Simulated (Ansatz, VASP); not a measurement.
# One calculation of Ni, two programs

Contents of INCAR:

```
SYSTEM = Ni
  PREC = Accurate
  ENCUT = 520
  EDIFF = 1E-6
  ISMEAR = -1
  SIGMA = 0.05
  LREAL = .False.
  LASPH = .True.
  NELM = 150
  ALGO = Normal
  ISIF = 2
  LWAVE = .False.
  LCHARG = .False.
  ISPIN = 2
  MAGMOM = -0.58 -0.58
  LORBIT = 11
  LMAXMIX = 4
  GGA = B5
  ALDAX = 1.0
  AGGAX = 1.0
  AGGAC = 1.0
  ALDAC = 0.0
  NBANDS = 21
```

File KPOINTS:

```
regular mesh
0
Gamma
  12 12 12
  0 0 0
```

Contents of POSCAR:

```
Ni
1.0
    2.7216805580      0.0000000000      0.0000000000
    0.0000000000      2.7216805580      0.0000000000
    0.0000000000      0.0000000000      2.7216805580
Ni
2
Direct
    0.0000000000      0.0000000000      0.0000000000
    0.5000000000      0.5000000000      0.5000000000
```

Input for Ansatz:

```yaml
crystal:
  lattice:
    - [2.721680558, 0.0, 0.0]
    - [0.0, 2.721680558, 0.0]
    - [0.0, 0.0, 2.721680558]
  atoms:
    - { symbol: Ni, position: [0.0, 0.0, 0.0], spin: -0.58 }
    - { symbol: Ni, position: [0.5, 0.5, 0.5], spin: -0.58 }
hamiltonian:
  xc: blyp
  pseudopotentials:
    kind: paw
    azcp:
      Ni: "pseudopotentials/Ni.paw.azcp"
basis:
  ecutwfc: 420
  fft_grid_basis: typed
kpoints:
  mp_grid: { grid: [12, 12, 12], shift: [0, 0, 0] }
magnetization:
  spin_polarized: true
scf:
  occupations: { method: fermi_dirac, width: 0.05 }
  lower_state_search: "off"
output:
  stress: true
  write_density: true
  write_potential: true
  elf: true
  volumetric_format: npy
```

Alike in both runs: task single point; functional BLYP; k mesh 12 × 12 × 12; occupations fermi-dirac, width 0.05 eV; collinear spin.

|  | VASP | Ansatz |
| --- | --- | --- |
| version | VASP 6.6.1 | Ansatz 0.2.0 |
| potentials or method | VASP PAW PBE potentials, release 64 (Ni), cutoff 520 eV | plane waves (420 eV) with PAW, scalar-relativistic |
| valence electrons in the cell | 20 | 36 |

```csv
,VASP,Ansatz,Ansatz less VASP
net moment per atom (μB),0.45,0.45,+0.005
size of the moment on the site where the two differ most (μB),0.45,0.47,+0.024
```

VASP's potentials were made for PBE, not for BLYP. Site moments also hang on the region over which each program counts them. VASP's potentials hold 20 valence electrons a cell and Ansatz's 36, so a difference there can come from the potentials and not from the codes.
